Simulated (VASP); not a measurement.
Input of a VASP 6.6.1 run:

File INCAR:

```
SYSTEM = Rh
  PREC = Accurate
  ENCUT = 600
  EDIFF = 1E-7
  ISMEAR = -1
  SIGMA = 0.1
  LREAL = .False.
  LASPH = .True.
  NELM = 100
  ALGO = Normal
  ISIF = 3
  LWAVE = .False.
  LCHARG = .False.
  GGA = RP
  IBRION = 2
  NSW = 80
  EDIFFG = -0.01
```

Contents of KPOINTS:

```
regular mesh
0
Gamma
  15 15 15
  0 0 0
```

Contents of POSCAR:

```
Rh
1.0
   -1.5092612352      1.5092612352      1.5092612352
    1.5092612352     -1.5092612352      1.5092612352
    1.5092612352      1.5092612352     -1.5092612352
Rh
1
Direct
    0.0000000000      0.0000000000      0.0000000000
```

Potentials or basis: VASP PAW PBE potentials, release 64 (Rh_pv).

The run is started by

```console
$ cat potpaw_PBE.64/Rh_pv/POTCAR > POTCAR
$ mpirun -np 1 vasp_std > vasp.out
```

Question: Estimate the relaxed volume.

Answer: 14.79 Å³/atom.

Question: Estimate the relaxed cell.

Answer: a = 2.679 Å, b = 2.679 Å, c = 2.679 Å, α = 109.47°, β = 109.47°, γ = 109.47°.

Final structure:
```
Rh
1.0
    -1.54649    1.54649    1.54649
     1.54649   -1.54649    1.54649
     1.54649    1.54649   -1.54649
Rh
1
Direct
  0.00000 0.00000 0.00000
```

Caveat: the PAW data sets were made with another functional, which shifts forces and pressure a little.
